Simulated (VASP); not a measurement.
BN (Qingsongite):

```
CELL_PARAMETERS angstrom
0.00000 1.80482 1.80482
1.80482 0.00000 1.80482
1.80482 1.80482 0.00000
ATOMIC_POSITIONS crystal
B 0.00000 0.00000 0.00000
N 0.25000 0.25000 0.25000
```

Base run:

```yaml
Program: VASP 6.6.1
Functional: r2SCAN
Potentials_or_basis: VASP PAW PBE potentials, release 64 (B, N)
Cutoff: 660 eV
k_mesh: 8 × 8 × 8
Occupations: gaussian, width 0.5 eV
Spin: no spin polarisation
```

Its results: band gap on the k mesh 4.98 eV, indirect (least direct gap 9.55 eV); pressure 1.2 GPa.

Question: The run is repeated on the same cell with these changes: occupations from gaussian, width 0.5 eV to gaussian, width 0.01 eV; dispersion from none to D4. What comes out?

Answer: Band gap on the k mesh 4.98 eV, indirect (least direct gap 9.55 eV); pressure -1.0 GPa.

Caveats: the PAW data sets were made with another functional, which shifts forces and pressure a little.

A k mesh can miss the band edges.
